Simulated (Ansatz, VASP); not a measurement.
**Two plane-wave programs on HRh6**

```
Rh H
1.0
     5.41634    0.00000    0.00000
     0.00000    5.41634    0.00000
     0.00000    0.00000   21.67374
Rh H
12 2
Direct
  0.25000 0.25000 0.18456
  0.25000 0.75000 0.18456
  0.75000 0.25000 0.18456
  0.75000 0.75000 0.18456
  0.00000 0.00000 0.26938
  0.00000 0.50000 0.26938
  0.50000 0.00000 0.26938
  0.50000 0.50000 0.26938
  0.25000 0.25000 0.35406
  0.25000 0.75000 0.35406
  0.75000 0.25000 0.35406
  0.75000 0.75000 0.35406
  0.36199 0.50000 0.37482
  0.63801 0.50000 0.37482
```

Alike in both runs: task single point; functional PBE; k mesh 5 × 5 × 1; occupations gaussian, width 0.1 eV; no spin polarisation.

|  | VASP | Ansatz |
| --- | --- | --- |
| version | VASP 6.6.1 | Ansatz 0.2.0 |
| potentials or method | VASP PAW PBE potentials, release 64 (Rh_pv, H), cutoff 520 eV | scalar-relativistic, plane waves, PAW |
| valence electrons in the cell | 182 | 206 |

Ansatz gave:

```
gap on the k mesh at the Fermi level (eV) : none
rms of the force components (eV/Å)        : 0.884
```

Task: What did VASP give for the same quantities?

Result: gap on the k mesh at the Fermi level (eV): none; rms of the force components (eV/Å): 0.895.

Atom by atom the forces differ by 0.011 eV/Å (rms over components). A gap of «none» marks a metal or a gap that the smearing closes. VASP's potentials hold 182 valence electrons a cell and Ansatz's 206, so a difference there can come from the potentials and not from the codes.
